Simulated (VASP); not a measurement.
Wanted: the native input for a VASP 6.6.1 run.

| Quantity | Value |
| --- | --- |
| Task | single point |
| Functional | r2SCANh |
| Potentials or basis | VASP PAW PBE potentials, release 64 (Ba_sv, S) |
| Cutoff | 520 eV |
| k mesh | 4 × 4 × 4 |
| Occupations | gaussian, width 0.01 eV |
| Spin | no spin polarisation |
| Dipole correction | no |
| Grid for exact exchange (PRECFOCK) | Normal |
| Further INCAR settings | ALGO = Normal; EDIFF = 1e-06; NBANDS = 15 |
| Share of exact exchange | 0.1 |

BaS:

```
Ba S
1.0
     0.00000    3.51941    3.51941
     3.51941    0.00000    3.51941
     3.51941    3.51941    0.00000
Ba S
1 1
Direct
  0.00000 0.00000 0.00000
  0.25000 0.25000 0.25000
```

These files were run (other wordings do the same):

POSCAR

```
BaS
1.0
    0.0000000000      3.5194117709      3.5194117709
    3.5194117709      0.0000000000      3.5194117709
    3.5194117709      3.5194117709      0.0000000000
Ba S
1 1
Direct
    0.0000000000      0.0000000000      0.0000000000
    0.2500000000      0.2500000000      0.2500000000
```

INCAR.step1

```
PREC     = Accurate       # precision mode
ENCUT    = 520            # plane-wave cutoff, eV
EDIFF    = 1E-5           # SCF threshold, eV
ISMEAR   = 0              # smearing method
SIGMA    = 0.01           # smearing width, eV
LREAL    = False          # projectors in reciprocal space
LASPH    = True           # aspherical terms in the spheres
NELM     = 60             # most SCF steps
ALGO     = Normal         # electronic algorithm
ISIF     = 2              # what is computed and relaxed
LWAVE    = True           # write WAVECAR
LCHARG   = False          # write CHGCAR
GGA      = PE             # functional
NBANDS   = 15             # bands
```

INCAR.step2

```
PREC     = Accurate       # precision mode
ENCUT    = 520            # plane-wave cutoff, eV
EDIFF    = 1E-6           # SCF threshold, eV
ISMEAR   = 0              # smearing method
SIGMA    = 0.01           # smearing width, eV
LREAL    = False          # projectors in reciprocal space
LASPH    = True           # aspherical terms in the spheres
NELM     = 60             # most SCF steps
ALGO     = Normal         # electronic algorithm
ISIF     = 2              # what is computed and relaxed
LWAVE    = False          # write WAVECAR
LCHARG   = False          # write CHGCAR
METAGGA  = R2SCAN         # meta-GGA
LHFCALC  = True           # exact exchange
AEXX     = 0.1            # exact-exchange fraction
LMIXTAU  = True         
PRECFOCK = Normal       
ISTART   = 1            
NBANDS   = 15             # bands
```

KPOINTS

```
regular mesh
0
Gamma
  4 4 4
```

Potentials or basis: VASP PAW PBE potentials, release 64 (Ba_sv, S).

Command:

```console
$ cat potpaw_PBE.64/Ba_sv/POTCAR potpaw_PBE.64/S/POTCAR > POTCAR
$ cp INCAR.step1 INCAR
$ mpirun -np 1 vasp_std > vasp.out
$ cp INCAR.step2 INCAR
$ mpirun -np 1 vasp_std > vasp.out
```

Results of the run:

```json
{
 "Pressure": "0.3 GPa",
 "Band gap on the k mesh": "3.64 eV (least direct gap 4.27 eV)"
}
```

Caveat: the PAW data sets were made with another functional, which shifts forces and pressure a little; spin-orbit coupling is left out, which moves the levels of the heavy elements.

Wall time 10 min on 1 thread of Intel(R) Xeon(R) Platinum 8488C (Sapphire Rapids), on a shared host, peak memory 0.27 GiB.
